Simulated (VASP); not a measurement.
**YbSe2: single point with PBE**

YbSe2:

```
CELL_PARAMETERS angstrom
0.00000 3.51863 3.51863
3.51863 0.00000 3.51863
3.51863 3.51863 0.00000
ATOMIC_POSITIONS crystal
Yb 0.00000 0.00000 0.00000
Se 0.25000 0.25000 0.25000
Se 0.75000 0.75000 0.75000
```

```json
{
 "Program": "VASP 6.6.1",
 "Task": "single point",
 "Functional": "PBE",
 "Potentials or basis": "VASP PAW PBE potentials, release 64 (Yb, Se)",
 "Cutoff": "520 eV",
 "k mesh": "10 × 10 × 10",
 "Occupations": "gaussian, width 0.05 eV",
 "Spin": "collinear spin",
 "Starting moments": "[0.05, 0.0, 0.0] μB"
}
```

```yaml
Pressure: -5.7 GPa
Band_gap_on_the_k_mesh: zero (filled and empty bands overlap)
Net_moment: 0.02 μB per cell
Valence_electrons_inside_the_program's_atomic_spheres: Yb 21.94; Se 3.77
```

Levels at points of the mesh, in eV from the Fermi level:
Spin up:
```
           k point  band 15  band 16  band 17  band 18  band 19  band 20  band 21  band 22
(0.00, 0.00, 0.00)    -0.38    -0.38     0.35     0.35     0.35     3.54     3.54     3.66
(0.50, 0.00, 0.00)    -0.37    -0.37    -0.28    -0.25    -0.25     4.18     4.18     5.25
(0.50, 0.50, 0.00)    -0.34    -0.34    -0.04    -0.04     1.14     2.56     4.91     5.12
```
Spin down:
```csv
k point,band 15,band 16,band 17,band 18,band 19,band 20,band 21,band 22
"(0.00, 0.00, 0.00)",-0.37,-0.37,0.35,0.35,0.35,3.54,3.54,3.66
"(0.50, 0.00, 0.00)",-0.36,-0.36,-0.26,-0.24,-0.24,4.18,4.18,5.25
"(0.50, 0.50, 0.00)",-0.33,-0.33,-0.04,-0.04,1.14,2.56,4.91,5.13
```

It took 33 min on 1 thread of Oxide Virtual Turin-like Processor, on a shared host, peak memory 0.4 GiB.

Caveat: the cell stands under tension; spin-orbit coupling is left out, which moves the levels of the heavy elements. With open d or f shells a metallic result of PBE can be an artefact of self-interaction; +U or a hybrid may open a gap.
